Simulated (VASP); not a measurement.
# Ca8S in VASP: single point with PBE

Aim: the single point of Ca8S with PBE.

Everything below comes from runs of VASP 6.6.1. Logs are shortened: lines on timing, memory, paths and dates and some standing lists are left out, and cuts for length are marked.

## Step 1: The cell of the first run

The cell holds a slab with vacuum, 9 atoms: a = 7.813 Å, b = 7.813 Å, c = 18.498 Å, α = 90.00°, β = 90.00°, γ = 120.00°.

## Step 2: Single point, PBE

Input file INCAR:

```
PREC     = Accurate       # precision mode
ENCUT    = 520            # plane-wave cutoff, eV
EDIFF    = 1E-6           # SCF threshold, eV
ISMEAR   = 0              # smearing method
SIGMA    = 0.1            # smearing width, eV
LREAL    = F              # projectors in reciprocal space
LASPH    = T              # aspherical terms in the spheres
NELM     = 100            # most SCF steps
ALGO     = Normal         # electronic algorithm
ISIF     = 2              # what is computed and relaxed
LWAVE    = F              # write WAVECAR
LCHARG   = F              # write CHGCAR
LDIPOL   = T            
IDIPOL   = 3            
DIPOL    = 0.5 0.5 0.319
GGA      = PE             # functional
NBANDS   = 53             # bands
```

Input file KPOINTS:

```
regular mesh
0
Gamma
  6 6 1
```

Input file POSCAR:

```
Ca8S
1.0
    7.8132359333      0.0000000000      0.0000000000
   -3.9066179666      6.7664608040      0.0000000000
    0.0000000000      0.0000000000     18.4977494667
Ca S
8 1
Direct
    0.3333333333      0.1666666666      0.2162425222
    0.3333333333      0.6666666666      0.2162425222
    0.8333333333      0.1666666667      0.2162425222
    0.8333333333      0.6666666667      0.2162425222
    0.1666666667      0.3333333334      0.3783027486
    0.1666666667      0.8333333333      0.3783027486
    0.6666666667      0.3333333333      0.3783027486
    0.6666666667      0.8333333334      0.3783027486
    0.3333333333      0.4166666666      0.4930208177
```

Potentials or basis: VASP PAW PBE potentials, release 64 (Ca_sv, S).

On the command line:

```sh
$ cat potpaw_PBE.64/Ca_sv/POTCAR potpaw_PBE.64/S/POTCAR > POTCAR
$ mpirun -np 1 vasp_std > vasp.out
```

OUTCAR:

```text
PREC = Accurate
   ENCUT = 520
   EDIFF = 1E-6
   ISMEAR = 0
   LREAL = F
   LASPH = T
   NELM = 100
   ISIF = 2
   GGA = PE

 ion  position               nearest neighbor table
   1  0.333  0.167  0.216-
   2  0.333  0.667  0.216-
   3  0.833  0.167  0.216-
   4  0.833  0.667  0.216-
   5  0.167  0.333  0.378-   9 2.40
   6  0.167  0.833  0.378-
   7  0.667  0.333  0.378-
   8  0.667  0.833  0.378-
   9  0.333  0.417  0.493-   5 2.40

  LATTYP: Found a hexagonal cell.
 ALAT       =     7.8132359333
 C/A-ratio  =     2.3674889156

  Lattice vectors:

 A1 = (   7.8132359333,   0.0000000000,   0.0000000000)
 A2 = (  -3.9066179666,   6.7664608040,   0.0000000000)
 A3 = (   0.0000000000,   0.0000000000,  18.4977494667)

Analysis of symmetry for initial positions (statically):
=====================================================================
 Subroutine PRICEL returns:
 Original cell was already a primitive cell.

 Routine SETGRP: Setting up the symmetry group for a
 hexagonal supercell.

 Subroutine GETGRP returns: Found  2 space group operations
 (whereof  1 operations were pure point group operations)
 out of a pool of 24 trial point group operations.

The static configuration has the point symmetry C_1 .
 The point group associated with its full space group is C_1h.

Analysis of symmetry for dynamics (positions and initial velocities):
=====================================================================
 Subroutine PRICEL returns:
 Original cell was already a primitive cell.

 Routine SETGRP: Setting up the symmetry group for a
 hexagonal supercell.

 Subroutine GETGRP returns: Found  2 space group operations
 (whereof  1 operations were pure point group operations)
 out of a pool of 24 trial point group operations.

The dynamic configuration has the point symmetry C_1 .
 The point group associated with its full space group is C_1h.

 Subroutine INISYM returns: Found  2 space group operations
 (whereof  1 operations are pure point group operations),
 and found     1 'primitive' translations

----------------------------------------------------------------------------------------

                                     Primitive cell

  volume of cell :     977.9382
[... 99 lines left out ...]
   POTIM  = 0.5000    time-step for ionic-motion
   TEBEG  =    0.0;   TEEND  =   0.0 temperature during run
   PSTRESS=    0.0 pullay stress
   NELECT =      86.0000    total number of electrons
   NUPDOWN=      -1.0000    fix difference up-down
   EMIN   =  10.00;   EMAX   =-10.00  energy-range for DOS
   EFERMI =   0.00;   METHOD = LEGACY
   ISMEAR =     0;   SIGMA  =   0.10  broadening in eV -4-tet -1-fermi 0-gaus
   EFERMI_NEDOS =   21; number of points for ismear=-14 and -15
   IALGO  =     38    algorithm
   IMIX   =      4    mixing-type and parameters
     AMIX     =   0.40;   BMIX     =  1.00
     AMIX_MAG =   1.60;   BMIX_MAG =  1.00
  volume/ion in A,a.u.               =     108.66       733.27
  Fermi-wavevector in a.u.,A,eV,Ry     =   0.728010  1.375739  7.211063  0.529998
  Thomas-Fermi vector in A             =   1.819376
   LORBIT       =      0    0 simple, 1 ext, 2 COOP (PROOUT), +10 PAW based schemes
   GGA     = PE    functional components
   LHFCALC =     F    Hartree Fock is set to
   AEXX    =    0.0000 exact exchange contribution
   IVDW    =     0    specifies the selected vdW correction
   LEPSILON=     F    determine dielectric tensor
   LRPA    =     F    only Hartree local field effects (RPA)
 non-spin polarized calculation
 Gauss-broadening in eV      SIGMA  =   0.10
  energy-cutoff  :      520.00
  volume of cell :      977.94
 maximum number of plane-waves:     26463
 NGX is ok and might be reduce to    60
   NGX = 29   NGY = 29   NGZ = 69

 number of electron      85.9999987 magnetization

 dipolmoment           0.000000      0.000000      0.538449 electrons x Angstroem

 Free energy of the ion-electron system (eV)
  ---------------------------------------------------
  ext. energy  EPLUGINS =         0.00000000
  ---------------------------------------------------
  free energy    TOTEN  =       -18.20831680 eV

  energy without entropy =      -18.16819689  energy(sigma->0) =      -18.18825684

 E-fermi :  -1.5225     XC(G=0):  -3.6233

 val. band max:       -1.5249445769   @ k =   0.1667   0.1667   0.0000
 cond. band min:      -1.4780452924   @ k =  -0.1667   0.3333   0.0000
 fundamental gap:      0.0468992845
 Fermi energy:        -1.5225326964

 k-point     1 :       0.0000    0.0000    0.0000
  band No.  band energies     occupation
      1     -44.0523      2.00000
      2     -43.8822      2.00000
      3     -43.8775      2.00000
      4     -43.8561      2.00000
      5     -43.8498      2.00000
      6     -43.8490      2.00000
[... 717 lines left out ...]
     52      -0.4760      0.00000
     53      -0.4271      0.00000

------------------------ aborting loop because EDIFF is reached ----------------------------------------

 vacuum level on the upper side and lower side of the slab       (xc-potential included)         0.765        -1.069

  FORCE on cell =-STRESS in cart. coord.  units (eV):
  Direction    XX          YY          ZZ          XY          YZ          ZX
  --------------------------------------------------------------------------------------
  -------------------------------------------------------------------------------------
  Total       -0.3358940     -0.8928054      1.4769540      0.4822994      1.3565070      2.3495392
  in kB       -0.5503025     -1.4627024      2.4197258      0.7901615      2.2223948      3.8493010
  external PRESSURE =       0.1355736 kB  Pullay stress =       0.0000000 kB

 VOLUME and BASIS-vectors are now :
 -----------------------------------------------------------------------------
  energy-cutoff  :      520.00
  volume of cell :      977.94
      direct lattice vectors                 reciprocal lattice vectors
     7.813235933  0.000000000  0.000000000     0.127987944  0.073893874  0.000000000
    -3.906617967  6.766460804  0.000000000     0.000000000  0.147787747  0.000000000
     0.000000000  0.000000000 18.497749467     0.000000000  0.000000000  0.054060631

 POSITION                                       TOTAL-FORCE (eV/Angst)
 -----------------------------------------------------------------------------------
      1.95331      1.12774      4.00000         0.036702     -0.044802     -0.184655
      0.00000      4.51097      4.00000        -0.020449      0.054186     -0.184655
      5.85993      1.12774      4.00000        -0.027135     -0.015667     -0.079709
      3.90662      4.51097      4.00000         0.033506      0.019345     -0.044585
      0.00000      2.25549      6.99775        -0.409194     -0.236248     -0.816063
     -1.95331      5.63872      6.99775         0.050671      0.029255      0.223642
      3.90662      2.25549      6.99775        -0.626686      0.157714      0.533376
      1.95331      5.63872      6.99775        -0.176759     -0.621583      0.533376
      0.97665      2.81936      9.11978         1.139344      0.657801      0.019273
 -----------------------------------------------------------------------------------
    total drift:                               -0.000003     -0.000005     -0.000663

  FREE ENERGIE OF THE ION-ELECTRON SYSTEM (eV)
  ---------------------------------------------------
  free  energy   TOTEN  =       -18.2083167966 eV

  energy  without entropy=      -18.1681968888  energy(sigma->0) =      -18.18825684

 vacuum level on the upper side and lower side of the slab         3.084         1.194
```

OSZICAR:

```text
N       E                     dE             d eps       ncg     rms          rms(c)
DAV:   1     0.652600618064E+03    0.65260E+03   -0.40492E+04  1842   0.125E+03
DAV:   2     0.409527046238E+02   -0.61165E+03   -0.60243E+03  1552   0.361E+02
DAV:   3    -0.126977928628E+02   -0.53650E+02   -0.53137E+02  1994   0.647E+01
DAV:   4    -0.210721809377E+02   -0.83744E+01   -0.83352E+01  2636   0.251E+01
[... 17 lines left out ...]
DAV:  22    -0.182083038566E+02   -0.18272E-04   -0.12407E-06  1098   0.393E-03    0.127E-03
DAV:  23    -0.182083118872E+02   -0.80306E-05   -0.38077E-07  1028   0.223E-03    0.898E-04
DAV:  24    -0.182083152384E+02   -0.33512E-05   -0.16858E-07   980   0.133E-03    0.568E-04
DAV:  25    -0.182083165941E+02   -0.13557E-05   -0.13547E-07   964   0.102E-03    0.178E-04
DAV:  26    -0.182083167966E+02   -0.20249E-06   -0.65039E-08   874   0.690E-04
   1 F= -.18208317E+02 E0= -.18188257E+02  d E =-.401199E-01
```

It took 22 min on 1 thread of Intel Xeon Platinum 8375C at 2.90GHz (Ice Lake), shared host; peak memory 1.2 GiB.

What came out:

* Free energy: -18.2083 eV
* Largest force: 1.316 eV/Å
* Band gap on the k mesh: zero (band 43 reaches -1.27 eV, above the bottom of band 44 at -1.80 eV)

Forces on the atoms (eV/Å):
```
Ca   0.037 -0.045 -0.185
Ca  -0.020  0.054 -0.185
Ca  -0.027 -0.016 -0.080
Ca   0.034  0.019 -0.045
Ca  -0.409 -0.236 -0.816
Ca   0.051  0.029  0.224
Ca  -0.627  0.158  0.533
Ca  -0.177 -0.622  0.533
S    1.139  0.658  0.019
```
